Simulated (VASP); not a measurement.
# Li2Sn (P6/mmm) in VASP: a series of runs

Li2Sn is run at these levels: PBE; tasks: single point, relaxation of cell and atoms.

All numbers are computed with VASP 6.6.1; they aren't measurements. Logs are shortened: lines on timing, memory, paths and dates and some standing lists are left out, and cuts for length are marked.

## 1. The cell of the first run

It takes space group P6/mmm (No. 191, hexagonal). Conventional cell: a = 4.590 Å, b = 4.590 Å, c = 3.156 Å, α = 90.00°, β = 90.00°, γ = 120.00°. Within 3.5 Å of Li (site symmetry -6m2) lie 5 Li at 2.65 to 3.16 Å and 6 Sn at 3.08 Å. Within 4.1 Å of Sn (site symmetry 6/mmm) lie 12 Li at 3.08 Å and 2 Sn at 3.16 Å.

## 2. Single point, PBE

Input file INCAR:

```
PREC = Accurate ; ENCUT = 520
EDIFF = 1E-7 ; ISMEAR = 0
SIGMA = 0.1 ; LREAL = False
LASPH = True ; NELM = 60
ALGO = Normal ; ISIF = 2
LWAVE = False ; LCHARG = True
GGA = PE ; LELF = True
LVHAR = True ; NBANDS = 17
```

Input file KPOINTS:

```
Automatic mesh
0
Gamma
  6 6 6
```

Input file POSCAR:

```
Li2Sn
1.0
    4.5902737020      0.0000000000      0.0000000000
   -2.2951368510      3.9752936362      0.0000000000
    0.0000000000      0.0000000000      3.1563285154
Li Sn
2 1
Direct
    0.3333333333      0.6666666667      0.5000000000
    0.6666666667      0.3333333333      0.5000000000
    0.0000000000      0.0000000000      0.0000000000
```

Potentials or basis: VASP PAW PBE potentials, release 64 (Li_sv, Sn_d).

Command:

```sh
> cat potpaw_PBE.64/Li_sv/POTCAR potpaw_PBE.64/Sn_d/POTCAR > POTCAR
> mpirun -np 1 vasp_std > vasp.out
```

OUTCAR:

```text
PREC = Accurate
   ENCUT = 520
   EDIFF = 1E-7
   ISMEAR = 0
   LREAL = False
   LASPH = True
   NELM = 60
   ISIF = 2
   GGA = PE

 ion  position               nearest neighbor table
   1  0.333  0.667  0.500-   3 3.08   3 3.08   3 3.08   3 3.08   3 3.08   3 3.08
   2  0.667  0.333  0.500-   3 3.08   3 3.08   3 3.08   3 3.08   3 3.08   3 3.08
   3  0.000  0.000  0.000-   1 3.08   2 3.08   1 3.08   2 3.08   1 3.08   1 3.08   2 3.08   2 3.08
                             2 3.08   2 3.08   1 3.08   1 3.08

  LATTYP: Found a hexagonal cell.
 ALAT       =     4.5902737020
 C/A-ratio  =     0.6876122690

  Lattice vectors:

 A1 = (   4.5902737020,   0.0000000000,   0.0000000000)
 A2 = (  -2.2951368510,   3.9752936362,   0.0000000000)
 A3 = (   0.0000000000,   0.0000000000,   3.1563285154)

Analysis of symmetry for initial positions (statically):
=====================================================================
 Subroutine PRICEL returns:
 Original cell was already a primitive cell.

 Routine SETGRP: Setting up the symmetry group for a
 hexagonal supercell.

 Subroutine GETGRP returns: Found 24 space group operations
 (whereof 24 operations were pure point group operations)
 out of a pool of 24 trial point group operations.

The static configuration has the point symmetry D_6h.

Analysis of symmetry for dynamics (positions and initial velocities):
=====================================================================
 Subroutine PRICEL returns:
 Original cell was already a primitive cell.

 Routine SETGRP: Setting up the symmetry group for a
 hexagonal supercell.

 Subroutine GETGRP returns: Found 24 space group operations
 (whereof 24 operations were pure point group operations)
 out of a pool of 24 trial point group operations.

The dynamic configuration has the point symmetry D_6h.

 Subroutine INISYM returns: Found 24 space group operations
 (whereof 24 operations are pure point group operations),
 and found     1 'primitive' translations

----------------------------------------------------------------------------------------

                                     Primitive cell

  volume of cell :      57.5957

  direct lattice vectors                    reciprocal lattice vectors
     4.590273702  0.000000000  0.000000000     0.217851933  0.125776872  0.000000000
    -2.295136851  3.975293636  0.000000000     0.000000000  0.251553745  0.000000000
     0.000000000  0.000000000  3.156328515     0.000000000  0.000000000  0.316823802

  length of vectors
     4.590273702  4.590273702  3.156328515     0.251553745  0.251553745  0.316823802

[... 85 lines left out ...]
   NSW    =      0    number of steps for IOM
   IBRION =     -1    ionic relax: 0-MD 1-quasi-New 2-CG
   NFREE  =      0    steps in history (QN), initial steepest desc. (CG)
   ISIF   =      2    stress and relaxation
   ISYM   =      2    0-nonsym 1-usesym 2-fastsym
   POTIM  = 0.5000    time-step for ionic-motion
   TEBEG  =    0.0;   TEEND  =   0.0 temperature during run
   PSTRESS=    0.0 pullay stress
   NELECT =      20.0000    total number of electrons
   NUPDOWN=      -1.0000    fix difference up-down
   EMIN   =  10.00;   EMAX   =-10.00  energy-range for DOS
   EFERMI =   0.00;   METHOD = LEGACY
   ISMEAR =     0;   SIGMA  =   0.10  broadening in eV -4-tet -1-fermi 0-gaus
   EFERMI_NEDOS =   21; number of points for ismear=-14 and -15
   IALGO  =     38    algorithm
   IMIX   =      4    mixing-type and parameters
     AMIX     =   0.40;   BMIX     =  1.00
     AMIX_MAG =   1.60;   BMIX_MAG =  1.00
  volume/ion in A,a.u.               =      19.20       129.56
  Fermi-wavevector in a.u.,A,eV,Ry     =   1.150681  2.174471 18.015013  1.324066
  Thomas-Fermi vector in A             =   2.287343
   LORBIT       =      0    0 simple, 1 ext, 2 COOP (PROOUT), +10 PAW based schemes
   GGA     = PE    functional components
   LHFCALC =     F    Hartree Fock is set to
   AEXX    =    0.0000 exact exchange contribution
   IVDW    =     0    specifies the selected vdW correction
   LEPSILON=     F    determine dielectric tensor
   LRPA    =     F    only Hartree local field effects (RPA)
 non-spin polarized calculation
 Gauss-broadening in eV      SIGMA  =   0.10
  energy-cutoff  :      520.00
  volume of cell :       57.60
 maximum number of plane-waves:      1572
 NGX is ok and might be reduce to    36
   NGX = 17   NGY = 17   NGZ = 11

 number of electron      19.9999959 magnetization

 Free energy of the ion-electron system (eV)
  ---------------------------------------------------
  ext. energy  EPLUGINS =         0.00000000
  ---------------------------------------------------
  free energy    TOTEN  =        -8.73006415 eV

  energy without entropy =       -8.72738878  energy(sigma->0) =       -8.72872647

 E-fermi :   4.3472     XC(G=0):  -8.9505

 val. band max:        4.3395119625   @ k =   0.0000   0.0000   0.0000
 cond. band min:       4.3761800771   @ k =   0.1667   0.1667   0.5000
 fundamental gap:      0.0366681146
 Fermi energy:         4.3471574057

 k-point     1 :       0.0000    0.0000    0.0000
  band No.  band energies     occupation
      1     -42.0930      2.00000
      2     -42.0509      2.00000
      3     -16.4918      2.00000
      4     -16.3639      2.00000
      5     -16.3639      2.00000
      6     -16.3110      2.00000
[... 457 lines left out ...]
      4     -16.4066      2.00000
      5     -16.3525      2.00000
      6     -16.3474      2.00000
[... 9 lines left out ...]
     16      12.9610      0.00000
     17      13.5316      0.00000

 [... further k-points ...]

------------------------ aborting loop because EDIFF is reached ----------------------------------------

  FORCE on cell =-STRESS in cart. coord.  units (eV):
  Direction    XX          YY          ZZ          XY          YZ          ZX
  --------------------------------------------------------------------------------------
  -------------------------------------------------------------------------------------
  Total       -0.1103275     -0.1103275      0.0577744      0.0000000      0.0000000      0.0000000
  in kB       -3.0690515     -3.0690515      1.6071496      0.0000000      0.0000000      0.0000000
  external PRESSURE =      -1.5103178 kB  Pullay stress =       0.0000000 kB

 VOLUME and BASIS-vectors are now :
 -----------------------------------------------------------------------------
  energy-cutoff  :      520.00
  volume of cell :       57.60
      direct lattice vectors                 reciprocal lattice vectors
     4.590273702  0.000000000  0.000000000     0.217851933  0.125776872  0.000000000
    -2.295136851  3.975293636  0.000000000     0.000000000  0.251553745  0.000000000
     0.000000000  0.000000000  3.156328515     0.000000000  0.000000000  0.316823802

 POSITION                                       TOTAL-FORCE (eV/Angst)
 -----------------------------------------------------------------------------------
     -0.00000      2.65020      1.57816        -0.000000      0.000000      0.000000
      2.29514      1.32510      1.57816         0.000000     -0.000000      0.000000
      0.00000      0.00000      0.00000         0.000000      0.000000      0.000000
 -----------------------------------------------------------------------------------
    total drift:                               -0.000000      0.000000     -0.000000

  FREE ENERGIE OF THE ION-ELECTRON SYSTEM (eV)
  ---------------------------------------------------
  free  energy   TOTEN  =        -8.7300641541 eV

  energy  without entropy=       -8.7273887763  energy(sigma->0) =       -8.72872647
```

OSZICAR:

```text
N       E                     dE             d eps       ncg     rms          rms(c)
DAV:   1     0.124998275923E+03    0.12500E+03   -0.10055E+04   952   0.144E+03
DAV:   2     0.565598623837E+01   -0.11934E+03   -0.11711E+03  1017   0.348E+02
DAV:   3    -0.813392508926E+01   -0.13790E+02   -0.13721E+02  1729   0.860E+01
DAV:   4    -0.875372665733E+01   -0.61980E+00   -0.61917E+00  1236   0.172E+01
DAV:   5    -0.878186374085E+01   -0.28137E-01   -0.28132E-01  1445   0.332E+00    0.208E+00
DAV:   6    -0.874290629948E+01    0.38957E-01   -0.51008E-02  1355   0.298E+00    0.111E+00
DAV:   7    -0.873053260162E+01    0.12374E-01   -0.24249E-02  1385   0.191E+00    0.167E-01
DAV:   8    -0.873004546537E+01    0.48714E-03   -0.27961E-03  1527   0.573E-01    0.416E-02
DAV:   9    -0.873006556972E+01   -0.20104E-04   -0.15749E-04  1140   0.855E-02    0.197E-02
DAV:  10    -0.873006496121E+01    0.60851E-06   -0.11140E-05  1457   0.245E-02    0.251E-03
DAV:  11    -0.873006484126E+01    0.11995E-06   -0.93409E-07  1258   0.703E-03    0.125E-03
DAV:  12    -0.873006409144E+01    0.74982E-06   -0.84714E-08   808   0.343E-03    0.242E-04
DAV:  13    -0.873006415410E+01   -0.62656E-07   -0.65949E-09   580   0.743E-04
   1 F= -.87300642E+01 E0= -.87287265E+01  d E =-.267538E-02
```

stdout:

```text
POSCAR found type information on POSCAR LiSn
 POSCAR found :  2 types and       3 ions
 scaLAPACK will be used
 LDA part: xc-table for (Slater+PW92), standard interpolation
 POSCAR, INCAR and KPOINTS ok, starting setup
 FFT: planning ... GRIDC
 FFT: planning ... GRID_SOFT
 FFT: planning ... GRID
 WAVECAR not read
 entering main loop
```

Run time: 15 s. Hardware: 1 thread of AMD EPYC 9R45 (Zen 5), shared host; peak memory 0.16 GiB.

What came out:

```yaml
Free_energy: -8.7301 eV
Band_gap_on_the_k_mesh: zero (bands 10 and 11 overlap by 3.68 eV)
```

Levels at points of the mesh, in eV from the Fermi level:
| k point | band 7 | band 8 | band 9 | band 10 | band 11 | band 12 | band 13 | band 14 |
| --- | --- | --- | --- | --- | --- | --- | --- | --- |
| (0.00, 0.00, 0.00) | -20.66 | -8.54 | -0.01 | -0.01 | 2.38 | 2.38 | 2.73 | 5.34 |
| (0.50, 0.00, 0.00) | -20.66 | -7.85 | -3.55 | -1.53 | 2.02 | 6.85 | 7.96 | 8.51 |
| (0.00, 0.00, 0.50) | -20.58 | -5.81 | -3.27 | 2.98 | 2.98 | 4.33 | 4.80 | 4.80 |
| (0.50, 0.00, 0.50) | -20.57 | -4.68 | -2.82 | -1.50 | 1.89 | 1.92 | 3.04 | 3.46 |

Caveat: the cutoff is under 1.25 times the usual one of these potentials, so pressure, stress and relaxed cells hold a basis-set (Pulay) error; spin-orbit coupling is left out, which moves the levels of the heavy elements.

## 3. Relaxation of cell and atoms, PBE

This run uses another cell than the first one, of 15.61 Å³/atom.

Input file INCAR:

```
SYSTEM = Li2Sn
ALGO = Fast
EDIFF = 1E-6
EDIFFG = -0.04
ENCUT = 600
GGA = PE
IBRION = 2
ISIF = 3
ISMEAR = 0
LASPH = .True.
LCHARG = .False.
LREAL = .False.
LWAVE = .False.
NELM = 100
NSW = 90
PREC = Accurate
SIGMA = 0.1
```

Input file KPOINTS:

```
k-points
0
Gamma
  6 6 4
  0 0 0
```

Input file POSCAR:

```
Li2Sn
1.0
    3.6863449311      0.0000000000      0.0000000000
   -1.8431724655      3.1924683574      0.0000000000
    0.0000000000      0.0000000000      3.9802727661
Li Sn
2 1
Direct
    0.3333333333      0.6666666667      0.5000000000
    0.6666666667      0.3333333333      0.5000000000
    0.0000000000      0.0000000000      0.0000000000
```

Potentials or basis: VASP PAW PBE potentials, release 64 (Li_sv, Sn_d).

Command:

```sh
> cat potpaw_PBE.64/Li_sv/POTCAR potpaw_PBE.64/Sn_d/POTCAR > POTCAR
> mpirun -np 1 vasp_std > vasp.out
```

It took 5.3 min on 1 thread of AMD EPYC 9R45 (Zen 5), shared host; peak memory 0.15 GiB.

The run converged. Its results:

* Free energy: -8.7568 eV
* Relaxed volume: 17.97 Å³/atom
* Relaxed cell: a = 4.658 Å, b = 4.658 Å, c = 2.869 Å, α = 90.00°, β = 90.00°, γ = 120.00°
* Space group after relaxing (to 0.1 Å): P6/mmm (No. 191)
* Energy gained by relaxing: 430.5 meV/atom
* Ionic steps: 14
* Pressure after relaxing: -0.1 GPa
* Band gap on the k mesh: zero (bands 10 and 11 overlap by 3.67 eV)

Stress tensor (GPa, compression positive):
```
-0.02  0.00  0.00
 0.00 -0.02  0.00
 0.00  0.00 -0.13
```

The path:
```tsv
step	energy change (eV)	largest force (eV/Å)	pressure (GPa)	volume (Å³)
1	0.0000	0.0000	9.49	46.84
2	-0.3146	0.0000	2.98	53.37
3	-0.4141	0.0000	-1.72	62.30
4	-0.5408	0.0000	-1.87	62.92
5	-0.5567	0.0000	-1.94	63.05
6	-0.5676	0.0000	-2.23	63.24
7	-0.7169	0.0000	-3.82	63.24
8	-1.1562	0.0000	-4.73	61.61
9	-1.0892	0.0000	-5.26	62.34
10	-1.1501	0.0000	-5.01	61.92
11	-1.1274	0.0000	1.08	54.50
12	-1.2234	0.0000	-2.78	58.26
13	-1.2909	0.0000	-0.33	54.30
14	-1.2915	0.0000	-0.06	53.92
```

Final structure:
```xyz
3
Lattice="4.6583 0.0000 0.0000 -2.3291 4.0342 0.0000 0.0000 0.0000 2.8695" Properties=species:S:1:pos:R:3 pbc="T T T"
Li    0.0000    2.6894    1.4347
Li    2.3291    1.3447    1.4347
Sn    0.0000    0.0000    0.0000
```

Levels at points of the mesh, in eV from the Fermi level:
```tsv
k point	band 7	band 8	band 9	band 10	band 11	band 12	band 13	band 14
(0.00, 0.00, 0.00)	-21.76	-10.08	-1.64	-1.64	6.96	13.18	14.67	14.67
(0.50, 0.00, 0.00)	-21.76	-9.53	-4.76	-3.02	0.85	7.60	7.90	8.41
(0.00, 0.00, 0.50)	-21.67	-6.13	-4.57	2.35	2.35	3.49	4.19	4.19
(0.50, 0.00, 0.50)	-21.67	-4.99	-4.27	-2.09	1.35	2.42	2.59	6.56
```

Caveat: the k points lie up to 0.55 Å⁻¹ apart in the final cell, too coarse for converged energies and pressures of a metal; the cutoff is under 1.25 times the usual one of these potentials, so pressure, stress and relaxed cells hold a basis-set (Pulay) error; the volume moved by over 15 % at a fixed basis, so the end points are rough; spin-orbit coupling is left out, which moves the levels of the heavy elements.

## 4. Relaxation of cell and atoms, PBE

This run uses another cell than the first one, of 18.72 Å³/atom.

Input file INCAR:

```
PREC = Accurate
ENCUT = 600
EDIFF = 1E-6
ISMEAR = 0
SIGMA = 0.1
LREAL = F
LASPH = T
NELM = 60
ALGO = Normal
ISIF = 3
LWAVE = F
LCHARG = F
GGA = PE
IBRION = 2
NSW = 90
EDIFFG = -0.04
```

Input file KPOINTS:

```
regular mesh
0
Gamma
  6 6 6
```

Input file POSCAR:

```
Li2Sn
1.0
    4.7496379672      0.0000000000      0.0000000000
   -2.3748189836      4.1133071384      0.0000000000
    0.0000000000      0.0000000000      2.8748703046
Li Sn
2 1
Direct
    0.3333333333      0.6666666667      0.5000000000
    0.6666666667      0.3333333333      0.5000000000
    0.0000000000      0.0000000000      0.0000000000
```

Command:

```sh
> cat potpaw_PBE.64/Li_sv/POTCAR potpaw_PBE.64/Sn_d/POTCAR > POTCAR
> mpirun -np 1 vasp_std > vasp.out
```

Wall time 55 s (1 thread of AMD EPYC 9R45 (Zen 5), shared host); peak memory 0.18 GiB.

Results (log left out):

| Property | Result |
| --- | --- |
| Free energy | -8.7289 eV |
| Relaxed volume | 19.23 Å³/atom |
| Relaxed cell | a = 4.587 Å, b = 4.587 Å, c = 3.167 Å, α = 90.00°, β = 90.00°, γ = 120.00° |
| Space group after relaxing (to 0.1 Å) | P6/mmm (No. 191) |
| Energy gained by relaxing | 62.4 meV/atom |
| Ionic steps | 6 |
| Pressure after relaxing | -0.2 GPa |
| Band gap on the k mesh | zero (bands 10 and 11 overlap by 3.68 eV) |

The path:
| step | energy change (eV) | largest force (eV/Å) | pressure (GPa) | volume (Å³) |
| --- | --- | --- | --- | --- |
| 1 | 0.0000 | 0.0000 | 1.12 | 56.17 |
| 2 | -0.1064 | 0.0000 | 0.63 | 57.18 |
| 3 | -0.1090 | 0.0000 | -1.71 | 59.68 |
| 4 | -0.1849 | 0.0000 | -0.54 | 58.45 |
| 5 | -0.1850 | 0.0000 | -0.64 | 58.49 |
| 6 | -0.1873 | 0.0000 | -0.24 | 57.69 |

Final structure:
```cif
data_structure
_symmetry_space_group_name_H-M 'P 1'
_symmetry_Int_Tables_number 1
_cell_length_a 4.5866
_cell_length_b 4.5866
_cell_length_c 3.1666
_cell_angle_alpha 90.000
_cell_angle_beta 90.000
_cell_angle_gamma 120.000
_cell_volume 57.69
loop_
_atom_site_label
_atom_site_type_symbol
_atom_site_fract_x
_atom_site_fract_y
_atom_site_fract_z
_atom_site_occupancy
Li1 Li 0.33333 0.66667 0.50000 1
Li2 Li 0.66667 0.33333 0.50000 1
Sn1 Sn 0.00000 0.00000 0.00000 1
```

Levels at points of the mesh, in eV from the Fermi level:
| k point | band 7 | band 8 | band 9 | band 10 | band 11 | band 12 | band 13 | band 14 |
| --- | --- | --- | --- | --- | --- | --- | --- | --- |
| (0.00, 0.00, 0.00) | -20.67 | -8.53 | 0.01 | 0.01 | 2.40 | 2.40 | 2.75 | 5.26 |
| (0.50, 0.00, 0.00) | -20.67 | -7.83 | -3.55 | -1.51 | 2.03 | 6.76 | 7.97 | 8.50 |
| (0.00, 0.00, 0.50) | -20.59 | -5.84 | -3.27 | 2.97 | 2.97 | 4.34 | 4.79 | 4.79 |
| (0.50, 0.00, 0.50) | -20.58 | -4.71 | -2.82 | -1.51 | 1.87 | 1.91 | 3.03 | 3.46 |

Caveat: the k points lie up to 0.33 Å⁻¹ apart in the final cell, too coarse for converged energies and pressures of a metal; the cutoff is under 1.25 times the usual one of these potentials, so pressure, stress and relaxed cells hold a basis-set (Pulay) error; spin-orbit coupling is left out, which moves the levels of the heavy elements.

## 5. Single point, PBE

This run uses another cell than the first one, of 18.88 Å³/atom.

Input file INCAR:

```
ALGO = Fast
EDIFF = 1E-6
ENCUT = 520
GGA = PE
ISIF = 2
ISMEAR = 0
LASPH = T
LCHARG = F
LREAL = F
LWAVE = F
NBANDS = 17
NELM = 100
PREC = Accurate
SIGMA = 0.1
```

Input file KPOINTS:

```
k-points
0
Gamma
  12 12 14
```

Input file POSCAR:

```
Li2Sn
1.0
    4.6703426530      0.0000000000      0.0000000000
   -2.3351713265      4.0446353818      0.0000000000
    0.0000000000      0.0000000000      2.9977532749
Li Sn
2 1
Direct
    0.3333333333      0.6666666667      0.5000000000
    0.6666666667      0.3333333333      0.5000000000
    0.0000000000      0.0000000000      0.0000000000
```

Command:

```sh
> cat potpaw_PBE.64/Li_sv/POTCAR potpaw_PBE.64/Sn_d/POTCAR > POTCAR
> mpirun -np 1 vasp_std > vasp.out
```

It took 2.7 min on 1 thread of AMD EPYC 9R45 (Zen 5), shared host; peak memory 0.24 GiB.

The run converged. Its results:

| Item | Value |
| --- | --- |
| Free energy | -8.7995 eV |
| Band gap on the k mesh | zero (bands 10 and 11 overlap by 3.84 eV) |

Levels at points of the mesh, in eV from the Fermi level:
```csv
k point,band 8,band 9,band 10,band 11,band 12,band 13
"(0.00, 0.00, 0.00)",-9.08,-0.70,-0.70,1.84,1.84,1.99
"(0.50, 0.00, 0.00)",-8.49,-3.95,-2.10,1.47,7.24,7.88
"(0.00, 0.00, 0.50)",-5.71,-3.68,2.79,2.79,3.95,4.67
"(0.50, 0.00, 0.50)",-4.64,-3.33,-1.53,1.80,1.88,2.93
```

Caveat: the cutoff is under 1.25 times the usual one of these potentials, so pressure, stress and relaxed cells hold a basis-set (Pulay) error; spin-orbit coupling is left out, which moves the levels of the heavy elements.

## 6. The runs side by side

| task | cell | k mesh | cutoff (eV) | gap on the mesh (eV) | pressure (GPa) | relaxed volume (Å³/atom) |
| --- | --- | --- | --- | --- | --- | --- |
| single point | a = 4.590, b = 4.590, c = 3.156 Å, angles 90.0, 90.0, 120.0°, 3 atoms | 6 × 6 × 6 | 520 | none | - | - |
| relaxation of cell and atoms | relaxed from a = 3.686, b = 3.686, c = 3.980 Å, angles 90.0, 90.0, 120.0°, 3 atoms | 6 × 6 × 4 | 600 | none | -0.1 | 17.97 |
| relaxation of cell and atoms | relaxed from a = 4.750, b = 4.750, c = 2.875 Å, angles 90.0, 90.0, 120.0°, 3 atoms | 6 × 6 × 6 | 600 | none | -0.2 | 19.23 |
| single point | a = 4.670, b = 4.670, c = 2.998 Å, angles 90.0, 90.0, 120.0°, 3 atoms | 12 × 12 × 14 | 520 | none | - | - |

Alike in all rows: level PBE; potentials or basis VASP PAW PBE potentials, release 64 (Li_sv, Sn_d); no spin polarisation; smearing gaussian 0.1 eV.

Caveats: some runs use coarse meshes; the cutoff is under 1.25 times the usual one of these potentials, so pressure, stress and relaxed cells hold a basis-set (Pulay) error; spin-orbit coupling is left out, which moves the levels of the heavy elements; the volume moved by over 15 % at a fixed basis, so the end points are rough (at least some runs).

Absolute energies hang on the potentials; compare differences alone.
